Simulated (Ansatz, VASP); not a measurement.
# SiB5 in VASP and in Ansatz

```
Si B
1.0
     3.35973    0.00000    0.00000
     0.00000    3.35973    0.00000
     0.00000    0.00000    5.14970
Si B
1 5
Cartesian
  1.6799 1.6799 0.0000
  1.6799 1.6799 3.3235
  1.6799 1.6799 1.8262
  0.0000 0.0000 0.0000
  0.0000 0.0000 3.4335
  0.0000 0.0000 1.7162
```

Alike in both runs: functional PBE; k mesh 4 × 4 × 4; occupations gaussian, width 0.2 eV; no spin polarisation.

Ansatz relaxed the structure, and its values are those at the end. VASP's run is a single point on that final structure, the one shown.

|  | VASP | Ansatz |
| --- | --- | --- |
| version | VASP 6.6.1 | Ansatz 0.2.0 |
| potentials or method | VASP PAW PBE potentials, release 64 (Si, B), cutoff 500 eV | scalar-relativistic, plane waves, PAW |
| valence electrons in the cell | 19 | 19 |

```csv
,VASP,Ansatz,Ansatz less VASP
gap on the k mesh at the Fermi level (eV),none,none,-
pressure (GPa),-0.2,-0.1,+0.08
rms of the force components (eV/Å),0.017,0.011,-0.0059
```

A gap of «none» marks a metal or a gap that the smearing closes. The functional is the same, so the differences come from potentials, cutoffs and numerics.

The k mesh is coarse, so the values compare programs but aren't converged.
